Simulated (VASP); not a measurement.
BaS:

```
Ba S
1.0
     0.00000    3.17231    3.17231
     3.17231    0.00000    3.17231
     3.17231    3.17231    0.00000
Ba S
1 1
Direct
  0.00000 0.00000 0.00000
  0.50000 0.50000 0.50000
```

Base run:

| Property | Result |
| --- | --- |
| Program | VASP 6.6.1 |
| Functional | r2SCAN |
| Potentials or basis | VASP PAW PBE potentials, release 64 (Ba_sv, S) |
| Cutoff | 520 eV |
| k mesh | 7 × 7 × 7 |
| Occupations | fermi-dirac, width 0.05 eV |
| Spin | no spin polarisation |

Its results: band gap on the k mesh 2.49 eV, indirect (least direct gap 2.62 eV); pressure 2.5 GPa.

**Question.** After a change of settings the same cell gave: band gap on the k mesh 2.13 eV, indirect (least direct gap 2.27 eV); pressure 2.4 GPa. Which change was it?
A. functional from r2SCAN to LDA; potentials or basis from VASP PAW PBE potentials, release 64 (Ba_sv, S) to VASP PAW LDA potentials, release 64 (Ba_sv, S)
B. functional from r2SCAN to PBEsol
C. functional from r2SCAN to PBE

**Answer.** C.

r2SCAN gives the wider gap, since meta-GGAs in the generalised Kohn-Sham scheme recover part of the derivative discontinuity.

Caveats: spin-orbit coupling is left out, which moves the levels of the heavy elements; the PAW data sets were made with another functional, which shifts forces and pressure a little (some runs).
